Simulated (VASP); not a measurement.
A run of VASP 6.6.1 is set up as follows.

The input INCAR:

```
SYSTEM = NaH
ALGO     = Normal         ! electronic algorithm
EDIFF    = 1E-6           ! SCF threshold, eV
ENCUT    = 500            ! plane-wave cutoff, eV
GGA      = PS             ! functional
GGA_COMPAT= .FALSE.      
ISIF     = 2              ! what is computed and relaxed
ISMEAR   = 0              ! smearing method
LASPH    = .TRUE.         ! aspherical terms in the spheres
LCHARG   = .TRUE.         ! write CHGCAR
LELF     = .TRUE.         ! ELF
LREAL    = .FALSE.        ! projectors in reciprocal space
LVHAR    = .TRUE.       
LWAVE    = .FALSE.        ! write WAVECAR
NBANDS   = 11             ! bands
NELM     = 120            ! most SCF steps
PREC     = Accurate       ! precision mode
SIGMA    = 0.05           ! smearing width, eV
```

File KPOINTS:

```
k-points
0
G
  10 10 10
  0 0 0
```

File POSCAR:

```
NaH
1.0
    2.9551240000      0.0000000000      0.0000000000
    0.0000000000      2.9551240000      0.0000000000
    0.0000000000      0.0000000000      2.9551240000
Na H
1 1
Direct
   -0.0717844782     -0.0717844782      0.0000000000
    0.5000000000      0.5000000000      0.5000000000
```

Potentials or basis: VASP PAW PBE potentials, release 64 (Na_pv, H).

The run is started by

```console
$ cat potpaw_PBE.64/Na_pv/POTCAR potpaw_PBE.64/H/POTCAR > POTCAR
$ mpirun -np 1 vasp_std > vasp.out
```

Estimate the pressure.

0.3 GPa.

What does it give for the band gap on the k mesh?

0.87 eV (least direct gap 4.29 eV).

What does it give for the largest force?

0.170 eV/Å.

Stress tensor (GPa, compression positive):
```
0.34 0.81 0.00
0.81 0.34 0.00
0.00 0.00 0.26
```

Caveat: the cell differs from its parent crystal (atom 1 (Na) moved by (-0.300, +0.000) A along [1 1 0] and z); the PAW data sets were made with another functional, which shifts forces and pressure a little. A k mesh can miss the band edges.
